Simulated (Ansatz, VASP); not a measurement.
# HC4 in VASP and in Ansatz

The input INCAR:

```
SYSTEM = HC4
ALGO = Normal ; DIPOL = 0.5 0.5 0.238
EDIFF = 1E-7 ; ENCUT = 520
GGA = PE ; IDIPOL = 3
ISIF = 2 ; ISMEAR = 0
IVDW = 12 ; LASPH = .True.
LCHARG = .False. ; LDIPOL = .True.
LREAL = .False. ; LWAVE = .False.
NBANDS = 28 ; NELM = 100
PREC = Accurate ; SIGMA = 0.1
```

The input KPOINTS:

```
k-points
0
Gamma
  6 6 1
  0 0 0
```

File POSCAR:

```
HC4
1.0
    4.9313048819      0.0000000000      0.0000000000
   -2.4656524409      4.2706353015      0.0000000000
    0.0000000000      0.0000000000     18.0000331942
C H
8 2
Direct
    0.3333333333      0.1666666667      0.2222236565
    0.3333333333      0.6666666667      0.2222236565
    0.8333333333      0.1666666667      0.2222236565
    0.8333333333      0.6666666667      0.2222236565
    0.1666666667      0.3333333333      0.2222218124
    0.1666666667      0.8333333333      0.2222218124
    0.6666666667      0.3333333333      0.2222218124
    0.6666666667      0.8333333333      0.2222218124
    0.2572885523      0.1666666667      0.3005568454
    0.4093781144      0.1666666667      0.3005568454
```

Input for Ansatz:

```yaml
crystal:
  lattice:
    - [4.9313048819, 0.0, 0.0]
    - [-2.4656524409, 4.2706353015, 0.0]
    - [0.0, 0.0, 18.0000331942]
  atoms:
    - { symbol: C, position: [0.3333333333, 0.1666666667, 0.2222236565] }
    - { symbol: C, position: [0.3333333333, 0.6666666667, 0.2222236565] }
    - { symbol: C, position: [0.8333333333, 0.1666666667, 0.2222236565] }
    - { symbol: C, position: [0.8333333333, 0.6666666667, 0.2222236565] }
    - { symbol: C, position: [0.1666666667, 0.3333333333, 0.2222218124] }
    - { symbol: C, position: [0.1666666667, 0.8333333333, 0.2222218124] }
    - { symbol: C, position: [0.6666666667, 0.3333333333, 0.2222218124] }
    - { symbol: C, position: [0.6666666667, 0.8333333333, 0.2222218124] }
    - { symbol: H, position: [0.2572885523, 0.1666666667, 0.3005568454] }
    - { symbol: H, position: [0.4093781144, 0.1666666667, 0.3005568454] }
basis:
  ecutwfc: 420
kpoints:
  mp_grid: { grid: [6, 6, 1] }
hamiltonian:
  xc: pbe
  pseudopotentials: { kind: paw, azcp: { folder: soft_1 } }
  dispersion: d3bj
scf:
  occupations: { method: gaussian, width: 0.1 }
output:
  forces: true
  eigenvalues: true
efield:
  axis: 3
  dipole_correction: true
  ramp_width: 0.04
```

Alike in both runs: task single point; functional PBE; dispersion D3(BJ); k mesh 6 × 6 × 1; occupations gaussian, width 0.1 eV; no spin polarisation.

```csv
,VASP,Ansatz
version,VASP 6.6.1,Ansatz 0.2.0
potentials or method,"VASP PAW PBE potentials, release 64 (C, H), cutoff 520 eV","scalar-relativistic, plane waves, PAW"
valence electrons in the cell,34,34
```

```csv
,VASP,Ansatz,Ansatz less VASP
gap on the k mesh at the Fermi level (eV),0.87,0.87,-0.001
least direct gap on the mesh (eV),0.87,0.87,-0.001
rms of the force components (eV/Å),1.355,1.354,-0.0010
```

Atom by atom the forces differ by 0.005 eV/Å (rms over components).
